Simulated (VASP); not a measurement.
# Sr: relaxation of cell and atoms with PBE

Crystal: Sr.

```
Sr
1.0
     3.35133    0.00000    0.00000
    -1.67566    2.90234    0.00000
     0.00000    0.00000    5.43650
Sr
2
Cartesian
  0.0000 1.9349 1.3591
  1.6757 0.9674 4.0774
```

```
Program                : VASP 6.6.1
Task                   : relaxation of cell and atoms
Functional             : PBE
Potentials or basis    : VASP PAW PBE potentials, release 64 (Sr_sv)
Cutoff                 : 600 eV
k mesh                 : 13 × 13 × 7
Occupations            : fermi-dirac, width 0.08 eV
Spin                   : no spin polarisation
Target pressure        : 24 GPa
Dipole correction      : no
Further INCAR settings : ALGO = Normal; EDIFF = 1e-06; IBRION = 2; EDIFFG = -0.005; NSW = 32; ISIF = 3
```

| Item | Value |
| --- | --- |
| Relaxed volume | 26.54 Å³/atom |
| Relaxed cell | a = 3.356 Å, b = 3.356 Å, c = 5.443 Å, α = 90.00°, β = 90.00°, γ = 120.00° |
| Space group after relaxing (to 0.05 Å) | P6_3/mmc (No. 194) |
| Energy change on relaxing (the enthalpy is what falls) | -15.6 meV/atom |
| Ionic steps | 3 |
| Pressure after relaxing | 24.0 GPa |
| Band gap on the k mesh | zero (band 10 reaches 5.22 eV, above the bottom of band 11 at 4.08 eV) |

The path:
```csv
step,energy change (eV),largest force (eV/Å),pressure (GPa),volume (Å³)
1,0.0000,0.0000,24.26,52.88
2,-0.0493,0.0000,23.87,53.21
3,-0.0311,0.0000,24.00,53.09
```

Final structure:
```
Sr
1.0
     3.35571    0.00000    0.00000
    -1.67785    2.90613    0.00000
     0.00000    0.00000    5.44349
Sr
2
Direct
  0.33333 0.66667 0.25000
  0.66667 0.33333 0.75000
```

Levels at points of the mesh, in eV from the Fermi level:
```
           k point  band 6  band 7  band 8  band 9  band 10  band 11  band 12  band 13  band 14
(0.00, 0.00, 0.00)  -16.82  -16.82  -16.80   -4.02    -1.53     2.80     3.02     3.02     3.13
```

Run time: 120 s on 1 thread of Intel(R) Xeon(R) Platinum 8375C CPU @ 2.90GHz (Ice Lake) (shared host), peak memory 0.24 GiB.

Caveat: the cell is relaxed towards a set pressure, so the enthalpy falls and the energy may rise.
